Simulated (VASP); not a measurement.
# Ag (P6/mmm) in VASP: further runs

Ag is run at these levels: LDA; tasks: single point.

Program: VASP 6.6.1. These are calculated values, not measurements. Logs are shortened: lines on timing, memory, paths and dates and some standing lists are left out, and cuts for length are marked.

**1. The cell of the first run**

The structure is hexagonal, space group P6/mmm (No. 191). Conventional cell: a = 4.556 Å, b = 4.556 Å, c = 2.729 Å, α = 90.00°, β = 90.00°, γ = 120.00°. Ag (site symmetry 6/mmm) has 14 Ag at 2.73 to 2.96 Å within 3.6 Å. Ag (site symmetry -6m2) has 11 Ag at 2.63 to 2.96 Å within 3.5 Å.

This isn't the form of Ag at room conditions, which is fcc.

**2. Single point, LDA**

File INCAR:

```
SYSTEM = Ag
PREC = Accurate ; ENCUT = 520
EDIFF = 1E-6 ; ISMEAR = -1
SIGMA = 0.1 ; LREAL = .FALSE.
LASPH = .TRUE. ; NELM = 60
ALGO = Normal ; ISIF = 2
LWAVE = .FALSE. ; LCHARG = .FALSE.
NBANDS = 24
```

File KPOINTS:

```
Automatic mesh
0
G
  8 8 11
  0 0 0
```

File POSCAR:

```
Ag
1.0
    4.5559384336      0.0000000000      0.0000000000
   -2.2779692168      3.9455584216      0.0000000000
    0.0000000000      0.0000000000      2.7285217315
Ag
3
Direct
    0.0000000000      0.0000000000      0.0000000000
    0.3333333333      0.6666666667      0.5000000000
    0.6666666667      0.3333333333      0.5000000000
```

Potentials or basis: VASP PAW LDA potentials, release 64 (Ag).

Run with:

```bash
cat potpaw_LDA.64/Ag/POTCAR > POTCAR
mpirun -np 1 vasp_std > vasp.out
```

OUTCAR:

```text
SYSTEM = Ag
   PREC = Accurate
   ENCUT = 520
   EDIFF = 1E-6
   ISMEAR = -1
   LREAL = .FALSE.
   LASPH = .TRUE.
   NELM = 60
   ISIF = 2

 ion  position               nearest neighbor table
   1  0.000  0.000  0.000-   2 2.96   3 2.96   2 2.96   3 2.96   3 2.96   3 2.96   2 2.96   2 2.96
                             3 2.96   3 2.96   2 2.96   2 2.96
   2  0.333  0.667  0.500-   3 2.63   3 2.63   3 2.63   1 2.96   1 2.96   1 2.96   1 2.96   1 2.96
                             1 2.96
   3  0.667  0.333  0.500-   2 2.63   2 2.63   2 2.63   1 2.96   1 2.96   1 2.96   1 2.96   1 2.96
                             1 2.96

  LATTYP: Found a hexagonal cell.
 ALAT       =     4.5559384336
 C/A-ratio  =     0.5988934599

  Lattice vectors:

 A1 = (   4.5559384336,   0.0000000000,   0.0000000000)
 A2 = (  -2.2779692168,   3.9455584216,   0.0000000000)
 A3 = (   0.0000000000,   0.0000000000,   2.7285217315)

Analysis of symmetry for initial positions (statically):
=====================================================================
 Subroutine PRICEL returns:
 Original cell was already a primitive cell.

 Routine SETGRP: Setting up the symmetry group for a
 hexagonal supercell.

 Subroutine GETGRP returns: Found 24 space group operations
 (whereof 24 operations were pure point group operations)
 out of a pool of 24 trial point group operations.

The static configuration has the point symmetry D_6h.

Analysis of symmetry for dynamics (positions and initial velocities):
=====================================================================
 Subroutine PRICEL returns:
 Original cell was already a primitive cell.

 Routine SETGRP: Setting up the symmetry group for a
 hexagonal supercell.

 Subroutine GETGRP returns: Found 24 space group operations
 (whereof 24 operations were pure point group operations)
 out of a pool of 24 trial point group operations.

The dynamic configuration has the point symmetry D_6h.

 Subroutine INISYM returns: Found 24 space group operations
 (whereof 24 operations are pure point group operations),
 and found     1 'primitive' translations

----------------------------------------------------------------------------------------

                                     Primitive cell

  volume of cell :      49.0471

  direct lattice vectors                    reciprocal lattice vectors
     4.555938434  0.000000000  0.000000000     0.219493747  0.126724774  0.000000000
    -2.277969217  3.945558422  0.000000000     0.000000000  0.253449548  0.000000000
     0.000000000  0.000000000  2.728521731     0.000000000  0.000000000  0.366498822

  length of vectors
     4.555938434  4.555938434  2.728521731     0.253449548  0.253449548  0.366498822

  position of ions in fractional coordinates (direct lattice)
     0.000000000  0.000000000  0.000000000
     0.333333333  0.666666667  0.500000000
     0.666666667  0.333333333  0.500000000

  ion indices of the primitive-cell ions
   primitive index   ion index
                 1           1
                 2           2
                 3           3

----------------------------------------------------------------------------------------

 KPOINTS: Automatic mesh

Automatic generation of k-mesh.
 Grid dimensions read from file:
 generate k-points for:    8    8   11

 Generating k-lattice:

  Cartesian coordinates                     Fractional coordinates (reciprocal lattice)
     0.027436718  0.015840597  0.000000000     0.125000000 -0.000000000  0.000000000
     0.000000000  0.031681194  0.000000000     0.000000000  0.125000000  0.000000000
     0.000000000  0.000000000  0.033318075     0.000000000  0.000000000  0.090909091

  Length of vectors
     0.031681194  0.031681194  0.033318075

  Shift w.r.t. Gamma in fractional coordinates (k-lattice)
     0.000000000  0.000000000  0.000000000

 Subroutine IBZKPT returns following result:
 ===========================================

 Found     60 irreducible k-points:

 Following reciprocal coordinates:
            Coordinates               Weight
  0.000000  0.000000  0.000000      1.000000
  0.125000 -0.000000  0.000000      6.000000
  0.250000 -0.000000  0.000000      6.000000
  0.375000 -0.000000  0.000000      6.000000
  0.500000 -0.000000  0.000000      3.000000
  0.125000  0.125000  0.000000      6.000000
[... 16 lines left out ...]
  0.250000 -0.000000  0.181818     12.000000
  0.375000 -0.000000  0.181818     12.000000
 [... further k-points ...]
   k-points           NKPTS =     60   k-points in BZ     NKDIM =     60   number of bands    NBANDS=     24
   number of dos      NEDOS =    301   number of ions     NIONS =      3
   total plane-waves  NPLWV =  25920
   dimension x,y,z NGX =    36 NGY =   36 NGZ =   20
   dimension x,y,z NGXF=    72 NGYF=   72 NGZF=   40
   ions per type =               3
   NGX,Y,Z   is equivalent  to a cutoff of  13.14, 13.14, 12.19 a.u.
   NGXF,Y,Z  is equivalent  to a cutoff of  26.27, 26.27, 24.37 a.u.
 SYSTEM =  Ag
   PREC   = accura    normal or accurate (medium, high low for compatibility)
   ISTART =      0    job   : 0-new  1-cont  2-samecut
   ICHARG =      2    charge: 1-file 2-atom 10-const
   ISPIN  =      1    spin polarized calculation?
   LNONCOLLINEAR =      F non collinear calculations
   LSORBIT =      F    spin-orbit coupling
   LASPH  =      T    aspherical Exc in radial PAW
   ENCUT  =  520.0 eV  38.22 Ry    6.18 a.u.   8.47  8.47  5.07*2*pi/ulx,y,z
   NELM   =     60;   NELMIN=  2; NELMDL= -5     # of ELM steps
   EDIFF  = 0.1E-05   stopping-criterion for ELM
   LREAL  =      F    real-space projection
   EDIFFG = 0.1E-04   stopping-criterion for IOM
   NSW    =      0    number of steps for IOM
   IBRION =     -1    ionic relax: 0-MD 1-quasi-New 2-CG
   NFREE  =      0    steps in history (QN), initial steepest desc. (CG)
   ISIF   =      2    stress and relaxation
   ISYM   =      2    0-nonsym 1-usesym 2-fastsym
   POTIM  = 0.5000    time-step for ionic-motion
   TEBEG  =    0.0;   TEEND  =   0.0 temperature during run
   PSTRESS=    0.0 pullay stress
   NELECT =      33.0000    total number of electrons
   NUPDOWN=      -1.0000    fix difference up-down
   EMIN   =  10.00;   EMAX   =-10.00  energy-range for DOS
   EFERMI =   0.00;   METHOD = LEGACY
   ISMEAR =    -1;   SIGMA  =   0.10  broadening in eV -4-tet -1-fermi 0-gaus
   EFERMI_NEDOS =   21; number of points for ismear=-14 and -15
   IALGO  =     38    algorithm
   IMIX   =      4    mixing-type and parameters
     AMIX     =   0.40;   BMIX     =  1.00
     AMIX_MAG =   1.60;   BMIX_MAG =  1.00
  volume/ion in A,a.u.               =      16.35       110.33
  Fermi-wavevector in a.u.,A,eV,Ry     =   1.434525  2.710860 27.998926  2.057863
  Thomas-Fermi vector in A             =   2.553924
   LORBIT       =      0    0 simple, 1 ext, 2 COOP (PROOUT), +10 PAW based schemes
   GGA     = CA    functional components
   LHFCALC =     F    Hartree Fock is set to
   AEXX    =    0.0000 exact exchange contribution
   IVDW    =     0    specifies the selected vdW correction
   LEPSILON=     F    determine dielectric tensor
   LRPA    =     F    only Hartree local field effects (RPA)
 non-spin polarized calculation
  energy-cutoff  :      520.00
  volume of cell :       49.05
 maximum number of plane-waves:      1342
 NGX is ok and might be reduce to    36
   NGX = 17   NGY = 17   NGZ = 11

 number of electron      33.0000005 magnetization

 Free energy of the ion-electron system (eV)
  ---------------------------------------------------
  ext. energy  EPLUGINS =         0.00000000
  ---------------------------------------------------
  free energy    TOTEN  =       -11.11490841 eV

  energy without entropy =      -11.08528609  energy(sigma->0) =      -11.10009725

 E-fermi :   8.8265     XC(G=0): -12.8227

 val. band max:        8.8202414475   @ k =   0.2500   0.1250   0.1818
 cond. band min:       8.8722143286   @ k =   0.3750   0.2500   0.3636
 fundamental gap:      0.0519728811
 Fermi energy:         8.8265175546

 k-point     1 :       0.0000    0.0000    0.0000
  band No.  band energies     occupation
      1       0.6138      2.00000
      2       2.1020      2.00000
      3       3.2966      2.00000
      4       3.5021      2.00000
      5       3.5691      2.00000
      6       3.5691      2.00000
[... 16 lines left out ...]
     23      21.1682      0.00000
     24      26.5101      0.00000

 k-point     2 :       0.1250   -0.0000    0.0000
  band No.  band energies     occupation
      1       0.7901      2.00000
      2       2.1504      2.00000
      3       3.0799      2.00000
      4       3.2447      2.00000
      5       3.2858      2.00000
      6       3.4878      2.00000
[... 16 lines left out ...]
     23      21.4707      0.00000
     24      26.1241      0.00000

 k-point     3 :       0.2500   -0.0000    0.0000
  band No.  band energies     occupation
      1       1.2859      2.00000
      2       2.2591      2.00000
      3       2.6176      2.00000
      4       3.0909      2.00000
      5       3.1102      2.00000
      6       3.3956      2.00000
[... 16 lines left out ...]
     23      22.3353      0.00000
     24      24.8819      0.00000

 k-point     4 :       0.3750   -0.0000    0.0000
  band No.  band energies     occupation
      1       1.9348      2.00000
      2       2.1784      2.00000
      3       2.5835      2.00000
      4       2.9334      2.00000
      5       3.0591      2.00000
      6       3.2482      2.00000
[... 16 lines left out ...]
     23      23.2650      0.00000
     24      23.6605      0.00000

 k-point     5 :       0.5000   -0.0000    0.0000
  band No.  band energies     occupation
      1       1.9903      2.00000
      2       2.5156      2.00000
      3       2.5909      2.00000
      4       2.9021      2.00000
      5       3.0602      2.00000
      6       3.1024      2.00000
[... 16 lines left out ...]
     23      21.4603      0.00000
     24      22.4524      0.00000

 k-point     6 :       0.1250    0.1250    0.0000
  band No.  band energies     occupation
      1       1.1250      2.00000
      2       2.2335      2.00000
      3       2.8237      2.00000
      4       2.8991      2.00000
      5       3.1989      2.00000
      6       3.4776      2.00000
[... 16 lines left out ...]
     23      22.0530      0.00000
     24      25.0870      0.00000
[... 379 lines left out ...]
 k-point    21 :       0.0000    0.0000    0.1818
  band No.  band energies     occupation
      1       1.3212      2.00000
      2       2.6871      2.00000
      3       3.1705      2.00000
      4       3.1705      2.00000
      5       3.3216      2.00000
      6       3.3216      2.00000
[... 16 lines left out ...]
     23      17.3026      0.00000
     24      26.2020      0.00000

 k-point    22 :       0.1250   -0.0000    0.1818
  band No.  band energies     occupation
      1       1.4743      2.00000
      2       2.7334      2.00000
      3       2.9701      2.00000
      4       3.0568      2.00000
      5       3.3881      2.00000
      6       3.4929      2.00000
[... 16 lines left out ...]
     23      17.6095      0.00000
     24      24.9066      0.00000

 k-point    23 :       0.2500   -0.0000    0.1818
  band No.  band energies     occupation
      1       1.8968      2.00000
      2       2.6745      2.00000
      3       2.8606      2.00000
      4       2.9897      2.00000
      5       3.3990      2.00000
      6       3.6229      2.00000
[... 16 lines left out ...]
     23      19.6908      0.00000
     24      23.3512      0.00000

 k-point    24 :       0.3750   -0.0000    0.1818
  band No.  band energies     occupation
      1       2.4410      2.00000
      2       2.4619      2.00000
      3       2.9966      2.00000
      4       3.0075      2.00000
      5       3.3774      2.00000
      6       3.6455      2.00000
[... 16 lines left out ...]
     23      21.4885      0.00000
     24      22.5841      0.00000

 [... further k-points ...]

------------------------ aborting loop because EDIFF is reached ----------------------------------------

  FORCE on cell =-STRESS in cart. coord.  units (eV):
  Direction    XX          YY          ZZ          XY          YZ          ZX
  --------------------------------------------------------------------------------------
  -------------------------------------------------------------------------------------
  Total        0.0425738      0.0425738      0.0393974      0.0000000     -0.0000000      0.0000000
  in kB        1.3907170      1.3907170      1.2869575      0.0000000     -0.0000000      0.0000000
  external PRESSURE =       1.3561305 kB  Pullay stress =       0.0000000 kB

 VOLUME and BASIS-vectors are now :
 -----------------------------------------------------------------------------
  energy-cutoff  :      520.00
  volume of cell :       49.05
      direct lattice vectors                 reciprocal lattice vectors
     4.555938434  0.000000000  0.000000000     0.219493747  0.126724774  0.000000000
    -2.277969217  3.945558422  0.000000000     0.000000000  0.253449548  0.000000000
     0.000000000  0.000000000  2.728521731     0.000000000  0.000000000  0.366498822

 POSITION                                       TOTAL-FORCE (eV/Angst)
 -----------------------------------------------------------------------------------
      0.00000      0.00000      0.00000         0.000000      0.000000     -0.000000
     -0.00000      2.63037      1.36426         0.000000     -0.000000      0.000000
      2.27797      1.31519      1.36426        -0.000000      0.000000     -0.000000
 -----------------------------------------------------------------------------------
    total drift:                                0.000000      0.000000     -0.000000

  FREE ENERGIE OF THE ION-ELECTRON SYSTEM (eV)
  ---------------------------------------------------
  free  energy   TOTEN  =       -11.1149084090 eV

  energy  without entropy=      -11.0852860872  energy(sigma->0) =      -11.10009725
```

Wall time 63 s (1 thread of Intel Xeon 8259CL, shared host); peak memory 0.18 GiB.

Results:

| Quantity | Value |
| --- | --- |
| Free energy | -11.1149 eV |
| Pressure | 0.1 GPa |
| Band gap on the k mesh | zero (an odd number of electrons rules out a gap without spin polarisation) |

**3. Single point, LDA (14.39 Å³/atom)**

This run uses another cell than the first one, of 14.39 Å³/atom.

File INCAR:

```
SYSTEM = Ag
ALGO     = Normal         ! electronic algorithm
EDIFF    = 1E-6           ! SCF threshold, eV
ENCUT    = 520            ! plane-wave cutoff, eV
GGA      = CA             ! functional
ISIF     = 2              ! what is computed and relaxed
ISMEAR   = -1             ! smearing method
LASPH    = .TRUE.         ! aspherical terms in the spheres
LCHARG   = .FALSE.        ! write CHGCAR
LREAL    = .FALSE.        ! projectors in reciprocal space
LWAVE    = .FALSE.        ! write WAVECAR
NBANDS   = 24             ! bands
NELM     = 80             ! most SCF steps
PREC     = Accurate       ! precision mode
SIGMA    = 0.1            ! smearing width, eV
```

File KPOINTS:

```
k-points
0
G
  9 9 13
  0 0 0
```

File POSCAR:

```
Ag
1.0
    4.3658827757      0.0000000000      0.0000000000
   -2.1829413878      3.7809653937      0.0000000000
    0.0000000000      0.0000000000      2.6146986410
Ag
3
Direct
    0.0000000000      0.0000000000      0.0000000000
    0.3333333333      0.6666666667      0.5000000000
    0.6666666667      0.3333333333      0.5000000000
```

Potentials or basis: VASP PAW LDA potentials, release 64 (Ag).

Run with:

```bash
cat potpaw_LDA.64/Ag/POTCAR > POTCAR
mpirun -np 1 vasp_std > vasp.out
```

It took 67 s on 1 thread of Intel Xeon 8259CL, shared host; peak memory 0.18 GiB.

The run converged. Its results:

| Quantity | Value |
| --- | --- |
| Free energy | -10.7242 eV |
| Pressure | 24.2 GPa |
| Band gap on the k mesh | zero (an odd number of electrons rules out a gap without spin polarisation) |

Stress tensor (GPa, compression positive):
```
24.45  0.00  0.00
 0.00 24.45  0.00
 0.00  0.00 23.68
```

Levels at points of the mesh, in eV from the Fermi level:
```csv
k point,band 12,band 13,band 14,band 15,band 16,band 17,band 18,band 19,band 20,band 21
"(0.00, 0.00, 0.00)",-4.45,-4.39,-4.39,-2.91,-2.91,5.20,5.20,5.22,5.22,5.98
```

Caveat: the cell stands under pressure.

**4. Single point, LDA (15.04 Å³/atom)**

This run uses another cell than the first one, of 15.04 Å³/atom.

File INCAR:

```
ALGO = Normal
EDIFF = 1E-6
ENCUT = 520
GGA = CA
ISIF = 2
ISMEAR = -1
LASPH = T
LCHARG = T
LELF = T
LREAL = F
LVHAR = T
LWAVE = F
NBANDS = 24
NELM = 100
PREC = Accurate
SIGMA = 0.1
```

File KPOINTS:

```
k-points
0
Gamma
  9 9 13
```

File POSCAR:

```
Ag
1.0
    4.4310548135      0.0000000000      0.0000000000
   -2.2155274067      3.8374060340      0.0000000000
    0.0000000000      0.0000000000      2.6537297482
Ag
3
Direct
    0.0000000000      0.0000000000      0.0000000000
    0.3333333333      0.6666666667      0.5000000000
    0.6666666667      0.3333333333      0.5000000000
```

Run with:

```bash
cat potpaw_LDA.64/Ag/POTCAR > POTCAR
mpirun -np 1 vasp_std > vasp.out
```

Wall time 90 s (1 thread of Intel Xeon 8259CL, shared host); peak memory 0.19 GiB.

It converged, with:

| Property | Result |
| --- | --- |
| Free energy | -10.9564 eV |
| Pressure | 14.0 GPa |
| Band gap on the k mesh | zero (an odd number of electrons rules out a gap without spin polarisation) |

Stress tensor (GPa, compression positive):
```
14.21  0.00  0.00
 0.00 14.21  0.00
 0.00  0.00 13.56
```

Levels at points of the mesh, in eV from the Fermi level:
| k point | band 14 | band 15 | band 16 | band 17 | band 18 | band 19 |
| --- | --- | --- | --- | --- | --- | --- |
| (0.00, 0.00, 0.00) | -4.24 | -2.88 | -2.88 | 5.05 | 5.05 | 5.06 |

Caveat: the cell stands under pressure.

(Part 1 of 2 ends here.)
